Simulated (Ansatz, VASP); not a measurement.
## AlN in VASP and in Ansatz

The input INCAR:

```
SYSTEM = AlN
  PREC = Accurate
  ENCUT = 520
  EDIFF = 1E-6
  ISMEAR = 0
  SIGMA = 0.05
  LREAL = .False.
  LASPH = .True.
  NELM = 100
  ALGO = Normal
  ISIF = 2
  LWAVE = .False.
  LCHARG = .False.
  GGA = PS
  NBANDS = 16
```

Contents of KPOINTS:

```
Automatic mesh
0
Gamma
  9 9 6
  0 0 0
```

File POSCAR:

```
AlN
1.0
    3.2222000000      0.0000000000      0.0000000000
   -1.6111000000      2.7905070561      0.0000000000
    0.0000000000      0.0000000000      4.0986000000
Al N
2 2
Direct
    0.3333333333      0.6666666667      0.7500000000
    0.6666666667      0.3333333333      0.2500000000
    0.3333333333      0.6666666667      0.2500000000
    0.6666666667      0.3333333333      0.7500000000
```

Input for Ansatz:

```yaml
crystal:
  lattice:
    - [3.2222, 0.0, 0.0]
    - [-1.6111, 2.7905070561, 0.0]
    - [0.0, 0.0, 4.0986]
  atoms:
    - { symbol: Al, position: [0.3333333333, 0.6666666667, 0.75] }
    - { symbol: Al, position: [0.6666666667, 0.3333333333, 0.25] }
    - { symbol: "N", position: [0.3333333333, 0.6666666667, 0.25] }
    - { symbol: "N", position: [0.6666666667, 0.3333333333, 0.75] }
basis:
  ecutwfc: 520.0
kpoints:
  mp_grid: { grid: [9, 9, 6] }
hamiltonian:
  xc: pbesol
  pseudopotentials: { kind: paw, azcp: { folder: soft_1 } }
scf:
  occupations: { method: gaussian, width: 0.05 }
output:
  forces: true
  stress: true
  eigenvalues: true
  write_density: true
  write_potential: true
  elf: true
  volumetric_format: npy
```

Alike in both runs: task single point; functional PBEsol; k mesh 9 × 9 × 6; occupations gaussian, width 0.05 eV; no spin polarisation.

|  | VASP | Ansatz |
| --- | --- | --- |
| version | VASP 6.6.1 | Ansatz 0.2.0 |
| potentials or method | VASP PAW PBE potentials, release 64 (Al, N), cutoff 520 eV | scalar-relativistic, plane waves, PAW |
| valence electrons in the cell | 16 | 16 |

|  | VASP | Ansatz | Ansatz less VASP |
| --- | --- | --- | --- |
| gap on the k mesh at the Fermi level (eV) | 3.74 | 3.72 | -0.016 |
| least direct gap on the mesh (eV) | 3.74 | 3.72 | -0.016 |
| pressure (GPa) | 14.7 | 14.6 | -0.10 |
| traceless stress, the component that is largest in VASP (GPa) | -4.29 | -4.24 | +0.050 |

VASP's potentials were made for PBE, not for PBEsol, and Ansatz warns of the same on its side.
